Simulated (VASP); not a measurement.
A run of VASP 6.6.1 is set up as follows.

Contents of INCAR:

```
ALGO = Normal
EDIFF = 1E-7
ENCUT = 520
GGA = PS
ISIF = 2
ISMEAR = 0
LASPH = T
LCHARG = T
LELF = T
LREAL = F
LVHAR = T
LWAVE = F
NBANDS = 16
NELM = 80
PREC = Accurate
SIGMA = 0.15
```

The input KPOINTS:

```
k-points
0
Gamma
  18 18 6
```

The input POSCAR:

```
C
1.0
    1.3155378420     -2.2781208991      0.0000000000
    1.3155378420      2.2781208991      0.0000000000
    0.0000000000      0.0000000000      7.3778182888
C
4
Direct
    0.0833216498      0.9166783502      0.7498439858
    0.5833216498      0.4166783502      0.2501560142
    0.9166783502      0.0833216498      0.2501560142
    0.4166783502      0.5833216498      0.7498439858
```

Potentials or basis: VASP PAW PBE potentials, release 64 (C).

Launch:

```bash
$ cat potpaw_PBE.64/C/POTCAR > POTCAR
$ mpirun -np 1 vasp_std > vasp.out
```

Task: Estimate the band gap on the k mesh.

Result: Zero (filled and empty bands touch).

Task: Predict the pressure.

Result: -38.0 GPa.

Stress tensor (GPa, compression positive):
```
-56.95   0.00   0.00
  0.00 -57.01   0.00
  0.00   0.00   0.05
```

Caveat: the cell differs from its parent crystal (normal strain along x +0.0700, normal strain along y +0.0700); the stress differs along the axes, from -57 to 0 GPa; this functional lacks dispersion, which binds layers or chains, so the pressure and a relaxed spacing across them are unreliable; the PAW data sets were made with another functional, which shifts forces and pressure a little.
